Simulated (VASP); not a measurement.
# CoSi (Pm-3m) in VASP: further runs

CoSi is run at these levels: PBE; tasks: single point.

Program: VASP 6.6.1. These are calculated values, not measurements. Logs are shortened: lines on timing, memory, paths and dates and some standing lists are left out, and cuts for length are marked.

## Step 1: The cell of the first run

Symmetry: Pm-3m, No. 221, cubic system. The conventional cell has a = 2.493 Å, b = 2.493 Å, c = 2.493 Å, α = 90.00°, β = 90.00°, γ = 90.00°. Within 2.9 Å of Co (site symmetry m-3m) lie 8 Si at 2.16 Å and 6 Co at 2.49 Å. Within 2.9 Å of Si (site symmetry m-3m) lie 8 Co at 2.16 Å and 6 Si at 2.49 Å.

## Step 2: Single point, PBE, collinear spin, ferromagnetic start (7.75 Å³/atom)

INCAR

```
SYSTEM = CoSi
ALGO = Normal
EDIFF = 1E-7
ENCUT = 520
GGA = PE
ISIF = 2
ISMEAR = -1
ISPIN = 2
LASPH = .TRUE.
LCHARG = .FALSE.
LMAXMIX = 4
LORBIT = 11
LREAL = .FALSE.
LWAVE = .FALSE.
MAGMOM = 2 0
NBANDS = 18
NELM = 150
PREC = Accurate
SIGMA = 0.03
```

KPOINTS

```
k-points
0
G
  14 14 14
  0 0 0
```

POSCAR

```
CoSi
1.0
    2.4928566779      0.0000000000      0.0000000000
    0.0000000000      2.4928566779      0.0000000000
    0.0000000000      0.0000000000      2.4928566779
Co Si
1 1
Direct
    0.0000000000      0.0000000000      0.0000000000
    0.5000000000      0.5000000000      0.5000000000
```

Potentials or basis: VASP PAW PBE potentials, release 64 (Co, Si).

On the command line:

```sh
> cat potpaw_PBE.64/Co/POTCAR potpaw_PBE.64/Si/POTCAR > POTCAR
> mpirun -np 1 vasp_std > vasp.out
```

OUTCAR:

```text
SYSTEM = CoSi
   EDIFF = 1E-7
   ENCUT = 520
   GGA = PE
   ISIF = 2
   ISMEAR = -1
   ISPIN = 2
   LASPH = .TRUE.
   LORBIT = 11
   LREAL = .FALSE.
   NELM = 150
   PREC = Accurate

 ion  position               nearest neighbor table
   1  0.000  0.000  0.000-   2 2.16   2 2.16   2 2.16   2 2.16   2 2.16   2 2.16   2 2.16   2 2.16

   2  0.500  0.500  0.500-   1 2.16   1 2.16   1 2.16   1 2.16   1 2.16   1 2.16   1 2.16   1 2.16

  LATTYP: Found a simple cubic cell.
 ALAT       =     2.4928566779

  Lattice vectors:

 A1 = (   2.4928566779,   0.0000000000,   0.0000000000)
 A2 = (   0.0000000000,   2.4928566779,   0.0000000000)
 A3 = (   0.0000000000,   0.0000000000,   2.4928566779)

Analysis of symmetry for initial positions (statically):
=====================================================================
 Subroutine PRICEL returns:
 Original cell was already a primitive cell.

 Routine SETGRP: Setting up the symmetry group for a
 simple cubic supercell.

 Subroutine GETGRP returns: Found 48 space group operations
 (whereof 48 operations were pure point group operations)
 out of a pool of 48 trial point group operations.

The static configuration has the point symmetry O_h .

Analysis of symmetry for dynamics (positions and initial velocities):
=====================================================================
 Subroutine PRICEL returns:
 Original cell was already a primitive cell.

 Routine SETGRP: Setting up the symmetry group for a
 simple cubic supercell.

 Subroutine GETGRP returns: Found 48 space group operations
 (whereof 48 operations were pure point group operations)
 out of a pool of 48 trial point group operations.

The dynamic configuration has the point symmetry O_h .

Analysis of structural, dynamic, and magnetic symmetry:
=====================================================================
 Subroutine PRICEL returns:
 Original cell was already a primitive cell.

 Routine SETGRP: Setting up the symmetry group for a
 simple cubic supercell.

 Subroutine GETGRP returns: Found 48 space group operations
 (whereof 48 operations were pure point group operations)
 out of a pool of 48 trial point group operations.

The overall configuration has the point symmetry O_h .

 Subroutine INISYM returns: Found 48 space group operations
 (whereof 48 operations are pure point group operations),
 and found     1 'primitive' translations

----------------------------------------------------------------------------------------

                                     Primitive cell

  volume of cell :      15.4914

  direct lattice vectors                    reciprocal lattice vectors
     2.492856678  0.000000000  0.000000000     0.401146207  0.000000000  0.000000000
     0.000000000  2.492856678  0.000000000     0.000000000  0.401146207  0.000000000
[... 113 lines left out ...]
   IVDW    =     0    specifies the selected vdW correction
   LEPSILON=     F    determine dielectric tensor
   LRPA    =     F    only Hartree local field effects (RPA)
 spin polarized calculation
  energy-cutoff  :      520.00
  volume of cell :       15.49
 maximum number of plane-waves:       437
 NGX is ok and might be reduce to    20
   NGX =  9   NGY =  9   NGZ =  9

 number of electron      12.9999989 magnetization       0.0001738

 number of electron      12.9999989 magnetization      -0.0005204

 Free energy of the ion-electron system (eV)
  ---------------------------------------------------
  ext. energy  EPLUGINS =         0.00000000
  ---------------------------------------------------
  free energy    TOTEN  =       -11.22474768 eV

  energy without entropy =      -11.22029557  energy(sigma->0) =      -11.22252163

 E-fermi :  18.9456     XC(G=0): -14.7005

 val. band max:       18.9437266272   @ k =   0.5000   0.3571   0.3571
 cond. band min:      18.9504361221   @ k =   0.4286   0.2143   0.2143
 fundamental gap:      0.0067094949
 Fermi energy:        18.9455759217

 spin component 1

 k-point     1 :       0.0000    0.0000    0.0000
  band No.  band energies     occupation
      1       1.4677      1.00000
      2      12.7667      1.00000
      3      12.7667      1.00000
      4      16.9173      1.00000
      5      16.9173      1.00000
      6      16.9173      1.00000
[... 493 lines left out ...]
     17      46.6454      0.00000
     18      51.4665      0.00000

 [... further k-points ...]

 spin component 2

 k-point     1 :       0.0000    0.0000    0.0000
  band No.  band energies     occupation
      1       1.4676      1.00000
      2      12.7663      1.00000
      3      12.7663      1.00000
      4      16.9170      1.00000
      5      16.9170      1.00000
      6      16.9170      1.00000
[... 493 lines left out ...]
     17      46.6453      0.00000
     18      51.4468      0.00000

 [... further k-points ...]

------------------------ aborting loop because EDIFF is reached ----------------------------------------

  FORCE on cell =-STRESS in cart. coord.  units (eV):
  Direction    XX          YY          ZZ          XY          YZ          ZX
  --------------------------------------------------------------------------------------
  -------------------------------------------------------------------------------------
  Total       14.4601329     14.4601329     14.4601329     -0.0000000     -0.0000000      0.0000000
  in kB     1495.5155579   1495.5155579   1495.5155579     -0.0000000     -0.0000000      0.0000000
  external PRESSURE =    1495.5155579 kB  Pullay stress =       0.0000000 kB

 VOLUME and BASIS-vectors are now :
 -----------------------------------------------------------------------------
  energy-cutoff  :      520.00
  volume of cell :       15.49
      direct lattice vectors                 reciprocal lattice vectors
     2.492856678  0.000000000  0.000000000     0.401146207  0.000000000  0.000000000
     0.000000000  2.492856678  0.000000000     0.000000000  0.401146207  0.000000000
     0.000000000  0.000000000  2.492856678     0.000000000  0.000000000  0.401146207

 POSITION                                       TOTAL-FORCE (eV/Angst)
 -----------------------------------------------------------------------------------
      0.00000      0.00000      0.00000         0.000000      0.000000      0.000000
      1.24643      1.24643      1.24643         0.000000      0.000000      0.000000
 -----------------------------------------------------------------------------------
    total drift:                                0.000000      0.000000     -0.000000

  FREE ENERGIE OF THE ION-ELECTRON SYSTEM (eV)
  ---------------------------------------------------
  free  energy   TOTEN  =       -11.2247476781 eV

  energy  without entropy=      -11.2202955729  energy(sigma->0) =      -11.22252163

 total charge

# of ion       s       p       d       tot
------------------------------------------
    1        0.622   1.028   8.053   9.703
    2        0.719   1.140   0.000   1.859
--------------------------------------------------
tot          1.341   2.168   8.053  11.562

 magnetization (x)

# of ion       s       p       d       tot
------------------------------------------
    1       -0.000  -0.000  -0.000  -0.000
    2       -0.000  -0.000   0.000  -0.000
--------------------------------------------------
tot         -0.000  -0.000  -0.000  -0.000
```

stdout:

```text
POSCAR found type information on POSCAR CoSi
 POSCAR found :  2 types and       2 ions
 scaLAPACK will be used
 LDA part: xc-table for (Slater+PW92), standard interpolation
 POSCAR, INCAR and KPOINTS ok, starting setup
 FFT: planning ... GRIDC
 FFT: planning ... GRID_SOFT
 FFT: planning ... GRID
 WAVECAR not read
 entering main loop
```

It took 68 s on 1 thread of Intel Xeon Platinum 8259CL at 2.50GHz (Skylake/Cascade Lake), shared host; peak memory 0.17 GiB.

Results:

- Free energy: -11.2247 eV
- Pressure: 149.6 GPa
- Net moment: 0.00 μB per cell
- Valence electrons inside the program's atomic spheres: Co 9.70; Si 1.86

Caveat: the cell stands under pressure.

## Step 3: Single point, PBE, collinear spin, ferromagnetic start (8.61 Å³/atom)

This run uses another cell than the first one, of 8.61 Å³/atom.

INCAR

```
ALGO = Normal
EDIFF = 1E-6
ENCUT = 520
GGA = PE
ISIF = 2
ISMEAR = -1
ISPIN = 2
LASPH = True
LCHARG = False
LMAXMIX = 4
LORBIT = 11
LREAL = False
LWAVE = False
MAGMOM = 2 0
NBANDS = 18
NELM = 150
PREC = Accurate
SIGMA = 0.03
```

KPOINTS

```
k-points
0
Gamma
  14 14 14
```

POSCAR

```
CoSi
1.0
    2.5819617674      0.0000000000      0.0000000000
    0.0000000000      2.5819617674      0.0000000000
    0.0000000000      0.0000000000      2.5819617674
Co Si
1 1
Direct
    0.0000000000      0.0000000000      0.0000000000
    0.5000000000      0.5000000000      0.5000000000
```

Potentials or basis: VASP PAW PBE potentials, release 64 (Co, Si).

On the command line:

```sh
> cat potpaw_PBE.64/Co/POTCAR potpaw_PBE.64/Si/POTCAR > POTCAR
> mpirun -np 1 vasp_std > vasp.out
```

Run time: 73 s. Hardware: 1 thread of Intel Xeon Platinum 8259CL at 2.50GHz (Skylake/Cascade Lake), shared host; peak memory 0.17 GiB.

Results (log left out):

```yaml
Free_energy: -12.4202 eV
Pressure: 78.7 GPa
Net_moment: 0.01 μB per cell
Valence_electrons_inside_the_program's_atomic_spheres: Co 9.29; Si 1.74
```

Levels at points of the mesh, in eV from the Fermi level:
Spin up:
```
           k point  band 3  band 4  band 5  band 6  band 7  band 8  band 9  band 10  band 11  band 12
(0.00, 0.00, 0.00)   -5.25   -1.72   -1.72   -1.72    3.76    3.76    3.76     8.22     8.22    16.64
(0.50, 0.00, 0.00)   -4.11   -3.42   -3.42   -1.49   -0.20    6.30   10.34    10.34    10.36    10.36
(0.50, 0.50, 0.00)   -6.27   -5.21   -2.91   -2.91   -0.64    2.58    2.78    10.15    15.40    16.39
(0.50, 0.50, 0.50)   -7.51   -0.58   -0.58   -0.12    1.00    1.00    1.00     4.72     4.72     4.72
```
Spin down:
```tsv
k point	band 3	band 4	band 5	band 6	band 7	band 8	band 9	band 10
(0.00, 0.00, 0.00)	-5.25	-1.71	-1.71	-1.71	3.76	3.76	3.76	8.23
(0.50, 0.00, 0.00)	-4.10	-3.42	-3.42	-1.49	-0.19	6.30	10.35	10.35
(0.50, 0.50, 0.00)	-6.27	-5.21	-2.90	-2.90	-0.63	2.58	2.78	10.15
(0.50, 0.50, 0.50)	-7.51	-0.56	-0.56	-0.12	1.00	1.00	1.00	4.72
```

Caveat: the cell stands under pressure.

## Step 4: Single point, PBE, collinear spin, ferromagnetic start (9.14 Å³/atom)

This run uses another cell than the first one, of 9.14 Å³/atom.

INCAR

```
  ALGO = Normal
  EDIFF = 1E-6
  ENCUT = 520
  GGA = PE
  ISIF = 2
  ISMEAR = -1
  ISPIN = 2
  LASPH = True
  LCHARG = True
  LELF = True
  LMAXMIX = 4
  LORBIT = 11
  LREAL = False
  LVHAR = True
  LWAVE = False
  MAGMOM = 2 0
  NBANDS = 18
  NELM = 150
  PREC = Accurate
  SIGMA = 0.03
```

KPOINTS is that of step 3.

POSCAR

```
CoSi
1.0
    2.6346693552      0.0000000000      0.0000000000
    0.0000000000      2.6346693552      0.0000000000
    0.0000000000      0.0000000000      2.6346693552
Co Si
1 1
Direct
    0.0000000000      0.0000000000      0.0000000000
    0.5000000000      0.5000000000      0.5000000000
```

On the command line:

```sh
> cat potpaw_PBE.64/Co/POTCAR potpaw_PBE.64/Si/POTCAR > POTCAR
> mpirun -np 1 vasp_std > vasp.out
```

It took 81 s on 1 thread of Intel Xeon Platinum 8259CL at 2.50GHz (Skylake/Cascade Lake), shared host; peak memory 0.18 GiB.

The run converged. Its results:

* Free energy: -12.8462 eV
* Pressure: 49.8 GPa
* Net moment: 0.20 μB per cell
* Site moments: Co +0.19; Si +0.01 μB
* Valence electrons inside the program's atomic spheres: Co 9.08; Si 1.68

Levels at points of the mesh, in eV from the Fermi level:
Spin up:
```csv
k point,band 5,band 6,band 7,band 8,band 9,band 10
"(0.00, 0.00, 0.00)",-1.65,-1.65,3.53,3.53,3.53,7.99
"(0.50, 0.00, 0.00)",-3.22,-1.45,-0.36,6.43,9.68,9.68
"(0.50, 0.50, 0.00)",-2.72,-2.72,-0.77,2.31,2.36,9.55
"(0.50, 0.50, 0.50)",-0.71,-0.58,1.09,1.09,1.09,4.35
```
Spin down:
| k point | band 2 | band 3 | band 4 | band 5 | band 6 | band 7 | band 8 | band 9 | band 10 | band 11 |
| --- | --- | --- | --- | --- | --- | --- | --- | --- | --- | --- |
| (0.00, 0.00, 0.00) | -4.70 | -4.70 | -1.53 | -1.53 | -1.53 | 3.55 | 3.55 | 3.55 | 8.10 | 8.10 |
| (0.50, 0.00, 0.00) | -10.01 | -3.64 | -3.12 | -3.12 | -1.32 | -0.06 | 6.44 | 9.72 | 9.72 | 10.12 |
| (0.50, 0.50, 0.00) | -5.97 | -5.97 | -4.75 | -2.61 | -2.61 | -0.44 | 2.47 | 2.49 | 9.56 | 14.86 |
| (0.50, 0.50, 0.50) | -6.99 | -6.99 | -0.57 | -0.38 | -0.38 | 1.11 | 1.11 | 1.11 | 4.44 | 4.44 |

Caveat: the cell stands under pressure.
